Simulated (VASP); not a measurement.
A run of VASP 6.6.1 is set up as follows.

File POSCAR:

```
KCl
1.0
    5.3967157972      0.0000000000      0.0000000000
   -2.6983578986      4.6736929774      0.0000000000
    0.0000000000      0.0000000000      6.3009450979
K Cl
2 2
Direct
    0.3333333333      0.6666666667     -0.0625000000
    0.6666666667      0.3333333333      0.4375000000
    0.3333333333      0.6666666667      0.4375000000
    0.6666666667      0.3333333333      0.9375000000
```

The input INCAR.step1:

```
PREC = Accurate
ENCUT = 520
ISMEAR = 0
SIGMA = 0.01
LREAL = False
LASPH = True
NELM = 80
NBANDS = 24
GGA = PE
ALGO = Normal
EDIFF = 1E-4
LWAVE = True
LCHARG = False
```

INCAR.step2

```
PREC = Accurate
ENCUT = 520
EDIFF = 1E-6
ISMEAR = 0
SIGMA = 0.01
LREAL = False
LASPH = True
NELM = 80
ALGO = Normal
ISIF = 2
LWAVE = False
LCHARG = False
METAGGA = R2SCAN
LMIXTAU = True
NBANDS = 24
ISTART = 1
```

KPOINTS

```
Automatic mesh
0
Gamma
  6 6 4
```

Potentials or basis: VASP PAW PBE potentials, release 64 (K_sv, Cl).

Command:

```console
$ cat potpaw_PBE.64/K_sv/POTCAR potpaw_PBE.64/Cl/POTCAR > POTCAR
$ cp INCAR.step1 INCAR
$ mpirun -np 1 vasp_std > vasp.out
$ cp INCAR.step2 INCAR
$ mpirun -np 1 vasp_std > vasp.out
```

**Question.** Predict the pressure.

**Answer.** -0.4 GPa.

**Question.** Estimate the band gap on the k mesh.

**Answer.** 5.31 eV.

Stress tensor (GPa, compression positive):
```
-0.38  0.00  0.00
 0.00 -0.38  0.00
 0.00  0.00 -0.46
```

Caveat: the PAW data sets were made with another functional, which shifts forces and pressure a little. A k mesh can miss the band edges.
